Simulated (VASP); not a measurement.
Input of a VASP 6.6.1 run:

Contents of INCAR:

```
ALGO     = Normal         # electronic algorithm
EDIFF    = 1E-6           # SCF threshold, eV
ENCUT    = 520            # plane-wave cutoff, eV
GGA      = PE             # functional
ISIF     = 2              # what is computed and relaxed
ISMEAR   = 0              # smearing method
LASPH    = True           # aspherical terms in the spheres
LCHARG   = False          # write CHGCAR
LREAL    = False          # projectors in reciprocal space
LWAVE    = False          # write WAVECAR
NBANDS   = 16             # bands
NELM     = 80             # most SCF steps
PREC     = Accurate       # precision mode
SIGMA    = 0.02           # smearing width, eV
```

KPOINTS

```
k-points
0
Gamma
  8 8 8
```

Contents of POSCAR:

```
ZnSe
1.0
    0.0000000000      2.7463653362      2.7463653362
    2.7463653362      0.0000000000      2.7463653362
    2.7463653362      2.7463653362      0.0000000000
Zn Se
1 1
Direct
    0.0000000000      0.0000000000      0.0000000000
    0.2500000000      0.2500000000      0.2500000000
```

Potentials or basis: VASP PAW PBE potentials, release 64 (Zn, Se).

Run with:

```bash
$ cat potpaw_PBE.64/Zn/POTCAR potpaw_PBE.64/Se/POTCAR > POTCAR
$ mpirun -np 1 vasp_std > vasp.out
```

(1) What does it give for the pressure?

(2) What does it give for the band gap on the k mesh?

Answers

(1) 10.1 GPa.

(2) 1.68 eV, direct.
